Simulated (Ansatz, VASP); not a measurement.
**SiBi2Te5 in VASP and in Ansatz**

```
Si Bi Te
1.0
     4.19408    0.00000    0.00000
    -2.09704    3.63218    0.00000
     0.00000    0.00000   16.36879
Si Bi Te
1 2 5
Cartesian
  0.0000 0.0000 0.0110
  0.0000 2.4215 12.5080
  2.0970 1.2107 3.9460
  0.0000 2.4215 1.5498
  2.0970 1.2107 14.7456
  0.0000 0.0000 10.5669
  0.0000 0.0000 5.8765
  0.0000 2.4215 8.0868
```

Alike in both runs: functional PBE; k mesh 12 × 12 × 2; occupations gaussian, width 0.1 eV; no spin polarisation.

Ansatz relaxed the structure, and its values are those at the end. VASP's run is a single point on that final structure, the one shown.

```csv
,VASP,Ansatz
version,VASP 6.6.1,Ansatz 0.2.0
potentials or method,"VASP PAW PBE potentials, release 64 (Si, Bi_d, Te), cutoff 520 eV","scalar-relativistic, plane waves, PAW"
valence electrons in the cell,64,114
```

|  | VASP | Ansatz | Ansatz less VASP |
| --- | --- | --- | --- |
| gap on the k mesh at the Fermi level (eV) | none | none | - |
| pressure (GPa) | 0.0 | 0.0 | +0.03 |
| rms of the force components (eV/Å) | 0.003 | 0.001 | -0.0017 |

A gap of «none» marks a metal or a gap that the smearing closes. VASP's potentials hold 64 valence electrons a cell and Ansatz's 114, so a difference there can come from the potentials and not from the codes.

Spin-orbit coupling is off throughout.
